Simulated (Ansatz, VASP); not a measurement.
**Bi in VASP and in Ansatz**

The input INCAR:

```
PREC = Accurate
ENCUT = 520
EDIFF = 1E-6
ISMEAR = 0
SIGMA = 0.1
LREAL = False
LASPH = True
NELM = 60
ALGO = Fast
ISIF = 2
LWAVE = False
LCHARG = False
GGA = PE
NBANDS = 38
```

The input KPOINTS:

```
regular mesh
0
Gamma
  6 6 2
```

Contents of POSCAR:

```
Bi
1.0
    3.7467851482      0.0000000000      0.0000000000
   -1.8733925741      3.2448111209      0.0000000000
    0.0000000000      0.0000000000     12.0841216167
Bi
4
Direct
    0.0000000000      0.0000000000      0.0000000000
    0.0000000000      0.0000000000      0.5000000000
    0.3333333333      0.6666666667      0.7500000000
    0.6666666667      0.3333333333      0.2500000000
```

Input for Ansatz:

```yaml
crystal:
  lattice:
    - [3.7467851482, 0.0, 0.0]
    - [-1.8733925741, 3.2448111209, 0.0]
    - [0.0, 0.0, 12.0841216167]
  atoms:
    - { symbol: Bi, position: [0.0, 0.0, 0.0] }
    - { symbol: Bi, position: [0.0, 0.0, 0.5] }
    - { symbol: Bi, position: [0.3333333333, 0.6666666667, 0.75] }
    - { symbol: Bi, position: [0.6666666667, 0.3333333333, 0.25] }
basis:
  ecutwfc: 420
kpoints:
  mp_grid: { grid: [6, 6, 2] }
hamiltonian:
  xc: pbe
scf:
  occupations: { method: gaussian, width: 0.1 }
  lower_state_search: "off"
output:
  forces: true
  stress: true
  eigenvalues: true
```

Alike in both runs: task single point; functional PBE; k mesh 6 × 6 × 2; occupations gaussian, width 0.1 eV; no spin polarisation.

```csv
,VASP,Ansatz
version,VASP 6.6.1,Ansatz 0.2.0
potentials or method,"VASP PAW PBE potentials, release 64 (Bi_d), cutoff 520 eV","scalar-relativistic, plane waves, PAW"
valence electrons in the cell,60,60
```

Ansatz gave:

| Quantity | Value |
| --- | --- |
| gap on the k mesh at the Fermi level (eV) | none |
| pressure (GPa) | -5.9 |
| traceless stress, the component that is largest in VASP (GPa) | 1.28 |

Task: What did VASP give for the same quantities?

Result: gap on the k mesh at the Fermi level (eV): none; pressure (GPa): -5.9; traceless stress, the component that is largest in VASP (GPa): 1.27.

A gap of «none» marks a metal or a gap that the smearing closes.

Neither program's run includes spin-orbit coupling.
